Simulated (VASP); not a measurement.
# C in VASP: notebook, part 2 of 3

VASP 6.6.1. Earlier steps stand in the parts before.

### Step 5. Single point, PBE+D3(BJ) (mode 4 frozen in at +0.095 Å and mode 6 at -0.015 Å (largest displacements))

The input, INCAR:

```
SYSTEM = C
ALGO = Normal ; EDIFF = 1E-7
ENCUT = 520 ; GGA = PE
ISIF = 2 ; ISMEAR = 0
IVDW = 12 ; LASPH = .TRUE.
LCHARG = .FALSE. ; LREAL = .FALSE.
LWAVE = .FALSE. ; NBANDS = 11
NELM = 80 ; PREC = Accurate
SIGMA = 0.05
```

The input, KPOINTS:

```
k-points
0
G
  15 15 15
  0 0 0
```

The input, POSCAR:

```
C
1.0
    1.2324984681      0.7115833223      3.3613878357
   -1.2324984681      0.7115833223      3.3613878357
    0.0000000000     -1.4231666447      3.3613878357
C
2
Direct
    0.1725030051      0.1725030051      0.1830428811
    0.8274969949      0.8274969949      0.8169571189
```

Potentials or basis: VASP PAW PBE potentials, release 64 (C).

Command:

```console
> cat potpaw_PBE.64/C/POTCAR > POTCAR
> mpirun -np 1 vasp_std > vasp.out
```

OUTCAR:

```text
SYSTEM = C
   EDIFF = 1E-7
   ENCUT = 520
   GGA = PE
   ISIF = 2
   ISMEAR = 0
   IVDW = 12
   LASPH = .TRUE.
   LREAL = .FALSE.
   NELM = 80
   PREC = Accurate
 IVDW          = 12

 ion  position               nearest neighbor table
   1  0.173  0.173  0.183-   2 1.41   2 1.45   2 1.45
   2  0.827  0.827  0.817-   1 1.41   1 1.45   1 1.45

  LATTYP: Found a trigonal (rhomboedric) cell.
 ALAT       =     3.6502508791
 COS(alpha) =     0.7719881893

  Lattice vectors:

 A1 = (   1.2324984681,   0.7115833223,   3.3613878357)
 A2 = (  -1.2324984681,   0.7115833223,   3.3613878357)
 A3 = (   0.0000000000,  -1.4231666447,   3.3613878357)

Analysis of symmetry for initial positions (statically):
=====================================================================
 Subroutine PRICEL returns:
 Original cell was already a primitive cell.

 Routine SETGRP: Setting up the symmetry group for a
 trigonal (rhombohedral) supercell.

 Subroutine GETGRP returns: Found  4 space group operations
 (whereof  4 operations were pure point group operations)
 out of a pool of 12 trial point group operations.

The static configuration has the point symmetry C_2h.

Analysis of symmetry for dynamics (positions and initial velocities):
=====================================================================
 Subroutine PRICEL returns:
 Original cell was already a primitive cell.

 Routine SETGRP: Setting up the symmetry group for a
 trigonal (rhombohedral) supercell.

 Subroutine GETGRP returns: Found  4 space group operations
 (whereof  4 operations were pure point group operations)
 out of a pool of 12 trial point group operations.

The dynamic configuration has the point symmetry C_2h.

 Subroutine INISYM returns: Found  4 space group operations
 (whereof  4 operations are pure point group operations),
 and found     1 'primitive' translations

----------------------------------------------------------------------------------------

                                     Primitive cell

  volume of cell :      17.6881

  direct lattice vectors                    reciprocal lattice vectors
     1.232498468  0.711583322  3.361387836     0.405680017  0.234219467  0.099165389
    -1.232498468  0.711583322  3.361387836    -0.405680017  0.234219467  0.099165389
     0.000000000 -1.423166645  3.361387836     0.000000000 -0.468438935  0.099165389

  length of vectors
     3.650250879  3.650250879  3.650250879     0.478820227  0.478820227  0.478820227

  position of ions in fractional coordinates (direct lattice)
     0.172503005  0.172503005  0.183042881
     0.827496995  0.827496995  0.816957119

  ion indices of the primitive-cell ions
   primitive index   ion index
                 1           1
                 2           2

----------------------------------------------------------------------------------------

 KPOINTS: k-points

Automatic generation of k-mesh.
 Grid dimensions read from file:
 generate k-points for:   15   15   15

 Generating k-lattice:

[... 21 lines left out ...]
  0.133333  0.000000  0.000000      4.000000
  0.000000  0.000000  0.133333      2.000000
  0.200000  0.000000 -0.000000      4.000000
[... 16 lines left out ...]
  0.066667  0.000000  0.200000      4.000000
  0.266667  0.066667  0.000000      4.000000
 [... further k-points ...]
   k-points           NKPTS =    904   k-points in BZ     NKDIM =    904   number of bands    NBANDS=     11
   number of dos      NEDOS =    301   number of ions     NIONS =      2
   total plane-waves  NPLWV =  21952
   dimension x,y,z NGX =    28 NGY =   28 NGZ =   28
   dimension x,y,z NGXF=    56 NGYF=   56 NGZF=   56
   ions per type =               2
   NGX,Y,Z   is equivalent  to a cutoff of  12.75, 12.75, 12.75 a.u.
   NGXF,Y,Z  is equivalent  to a cutoff of  25.50, 25.50, 25.50 a.u.
 SYSTEM =  C
   PREC   = accura    normal or accurate (medium, high low for compatibility)
   ISTART =      0    job   : 0-new  1-cont  2-samecut
   ICHARG =      2    charge: 1-file 2-atom 10-const
   ISPIN  =      1    spin polarized calculation?
   LNONCOLLINEAR =      F non collinear calculations
   LSORBIT =      F    spin-orbit coupling
   LASPH  =      T    aspherical Exc in radial PAW
   ENCUT  =  520.0 eV  38.22 Ry    6.18 a.u.   6.79  6.79  6.79*2*pi/ulx,y,z
   NELM   =     80;   NELMIN=  2; NELMDL= -5     # of ELM steps
   EDIFF  = 0.1E-06   stopping-criterion for ELM
   LREAL  =      F    real-space projection
   EDIFFG = 0.1E-05   stopping-criterion for IOM
   NSW    =      0    number of steps for IOM
   IBRION =     -1    ionic relax: 0-MD 1-quasi-New 2-CG
   NFREE  =      0    steps in history (QN), initial steepest desc. (CG)
   ISIF   =      2    stress and relaxation
   ISYM   =      2    0-nonsym 1-usesym 2-fastsym
   POTIM  = 0.5000    time-step for ionic-motion
   TEBEG  =    0.0;   TEEND  =   0.0 temperature during run
   PSTRESS=    0.0 pullay stress
   NELECT =       8.0000    total number of electrons
   NUPDOWN=      -1.0000    fix difference up-down
   EMIN   =  10.00;   EMAX   =-10.00  energy-range for DOS
   EFERMI =   0.00;   METHOD = LEGACY
   ISMEAR =     0;   SIGMA  =   0.05  broadening in eV -4-tet -1-fermi 0-gaus
   EFERMI_NEDOS =   21; number of points for ismear=-14 and -15
   IALGO  =     38    algorithm
   IMIX   =      4    mixing-type and parameters
     AMIX     =   0.40;   BMIX     =  1.00
     AMIX_MAG =   1.60;   BMIX_MAG =  1.00
  volume/ion in A,a.u.               =       8.84        59.68
  Fermi-wavevector in a.u.,A,eV,Ry     =   1.256640  2.374705 21.485554  1.579144
  Thomas-Fermi vector in A             =   2.390338
   LORBIT       =      0    0 simple, 1 ext, 2 COOP (PROOUT), +10 PAW based schemes
   GGA     = PE    functional components
   LHFCALC =     F    Hartree Fock is set to
   AEXX    =    0.0000 exact exchange contribution
   IVDW    =    12    specifies the selected vdW correction
   LEPSILON=     F    determine dielectric tensor
   LRPA    =     F    only Hartree local field effects (RPA)
 non-spin polarized calculation
 Gauss-broadening in eV      SIGMA  =   0.05
  energy-cutoff  :      520.00
  volume of cell :       17.69
 maximum number of plane-waves:       490
   NGX = 13   NGY = 13   NGZ = 13

 number of electron       8.0000000 magnetization

 Free energy of the ion-electron system (eV)
  ---------------------------------------------------
  ext. energy  EPLUGINS =         0.00000000
  ---------------------------------------------------
  free energy    TOTEN  =       -18.10084868 eV

  energy without entropy =      -18.10081431  energy(sigma->0) =      -18.10083150

 E-fermi :   4.5580     XC(G=0): -10.3628

 val. band max:        4.5573989675   @ k =  -0.3333   0.3333   0.0000
 cond. band min:       4.5584422027   @ k =  -0.3333   0.3333   0.0000
 fundamental gap:      0.0010432353
 Fermi energy:         4.5579590084

 k-point     1 :       0.0000    0.0000    0.0000
  band No.  band energies     occupation
      1     -14.9050      2.00000
      2      -1.7697      2.00000
      3       1.5291      2.00000
      4       2.3984      2.00000
      5       8.1510      0.00000
      6      12.4676      0.00000
      7      13.6037      0.00000
      8      16.6229      0.00000
      9      17.1897      0.00000
     10      27.4834      0.00000
     11      30.1458      0.00000
[... 309 lines left out ...]
 k-point    24 :       0.2667    0.0667    0.0000
  band No.  band energies     occupation
      1     -13.4974      2.00000
      2      -2.1352      2.00000
      3      -0.5170      2.00000
      4      -0.2005      2.00000
      5       9.6932      0.00000
      6      13.2121      0.00000
      7      13.5653      0.00000
      8      16.9045      0.00000
      9      20.0899      0.00000
     10      23.2863      0.00000
     11      27.1976      0.00000

 [... further k-points ...]

------------------------ aborting loop because EDIFF is reached ----------------------------------------

 Edisp (eV)   -0.31245

 E8    (eV) :    -0.0886

  FORCE on cell =-STRESS in cart. coord.  units (eV):
  Direction    XX          YY          ZZ          XY          YZ          ZX
  --------------------------------------------------------------------------------------
  -------------------------------------------------------------------------------------
  Total      -0.16680     0.37831    -0.58288     0.00000     0.29560     0.00000
  in kB     -15.10847    34.26707   -52.79678     0.00000    26.77566     0.00000
  external pressure =      -11.21 kB  Pullay stress =        0.00 kB

 VOLUME and BASIS-vectors are now :
 -----------------------------------------------------------------------------
  energy-cutoff  :      520.00
  volume of cell :       17.69
      direct lattice vectors                 reciprocal lattice vectors
     1.232498468  0.711583322  3.361387836     0.405680017  0.234219467  0.099165389
    -1.232498468  0.711583322  3.361387836    -0.405680017  0.234219467  0.099165389
     0.000000000 -1.423166645  3.361387836     0.000000000 -0.468438935  0.099165389

 POSITION                                       TOTAL-FORCE (eV/Angst)
 -----------------------------------------------------------------------------------
      0.00000     -0.01500      1.77498         0.000000      1.532036     -3.141401
      0.00000      0.01500      8.30919         0.000000     -1.532036      3.141401
 -----------------------------------------------------------------------------------
    total drift:                                0.000000     -0.000000      0.000000

  FREE ENERGIE OF THE ION-ELECTRON SYSTEM (eV)
  ---------------------------------------------------
  free  energy   TOTEN  =       -18.4132942773 eV

  energy  without entropy=      -18.4132599121  energy(sigma->0) =      -18.41327709
```

OSZICAR:

```text
N       E                     dE             d eps       ncg     rms          rms(c)
DAV:   1     0.624552046255E+01    0.62455E+01   -0.45322E+03 20398   0.663E+02
DAV:   2    -0.186083928410E+02   -0.24854E+02   -0.23523E+02 25806   0.130E+02
DAV:   3    -0.192161653794E+02   -0.60777E+00   -0.60662E+00 25072   0.171E+01
DAV:   4    -0.192183229944E+02   -0.21576E-02   -0.21575E-02 23054   0.125E+00
DAV:   5    -0.192183310638E+02   -0.80694E-05   -0.80692E-05 25168   0.712E-02    0.615E+00
DAV:   6    -0.183669569205E+02    0.85137E+00   -0.74202E-01 23009   0.494E+00    0.358E+00
DAV:   7    -0.180979628273E+02    0.26899E+00   -0.84197E-01 23681   0.529E+00    0.996E-01
DAV:   8    -0.181009563594E+02   -0.29935E-02   -0.18315E-02 22268   0.870E-01    0.103E-01
DAV:   9    -0.181007884350E+02    0.16792E-03   -0.54440E-04 24087   0.149E-01    0.476E-02
DAV:  10    -0.181008467721E+02   -0.58337E-04   -0.93670E-05 22552   0.688E-02    0.206E-02
DAV:  11    -0.181008484618E+02   -0.16897E-05   -0.58440E-06 24129   0.149E-02    0.217E-03
DAV:  12    -0.181008486763E+02   -0.21460E-06   -0.36244E-07 22603   0.474E-03    0.799E-04
DAV:  13    -0.181008486784E+02   -0.20993E-08   -0.17736E-08 21654   0.965E-04
   1 F= -.18413294E+02 E0= -.18413277E+02  d E =-.343652E-04
```

stdout:

```text
POSCAR found type information on POSCAR C
 POSCAR found :  1 types and       2 ions
 scaLAPACK will be used
 LDA part: xc-table for (Slater+PW92), standard interpolation
 POSCAR, INCAR and KPOINTS ok, starting setup
 FFT: planning ... GRIDC
 FFT: planning ... GRID_SOFT
 FFT: planning ... GRID
 WAVECAR not read
 entering main loop
```

Run time: 1.7 min. Hardware: 1 thread of Intel Xeon 6975P-C (Granite Rapids), shared host; peak memory 0.27 GiB.

What came out:

```
Free energy                : -18.4133 eV
Pressure                   : -1.1 GPa
Largest force              : 3.495 eV/Å
Band gap on the k mesh     : zero (filled and empty bands touch)
Dispersion energy per atom : -0.156 eV
```

Forces in eV/Å, atoms in the order of the input:
```
C    0.000  1.532 -3.141
C    0.000 -1.532  3.141
```

Stress tensor (GPa, compression positive):
```
-1.51  0.00  0.00
 0.00  3.43  2.68
 0.00  2.68 -5.28
```

Levels at points of the mesh, in eV from the Fermi level:
```csv
k point,band 1,band 2,band 3,band 4,band 5,band 6,band 7,band 8
"(0.00, 0.00, 0.00)",-19.46,-6.33,-3.03,-2.16,3.59,7.91,9.05,12.06
```

Caveat: the cell differs from its parent crystal (mode 4 frozen in at +0.095 Å and mode 6 at -0.015 Å (largest displacements)); pairwise dispersion overbinds metals, which lowers pressure and volume; forces of over 1 eV/Å act on the atoms, so gaps and moduli don't describe the material at rest.

(Part 2 of 3 ends here.)
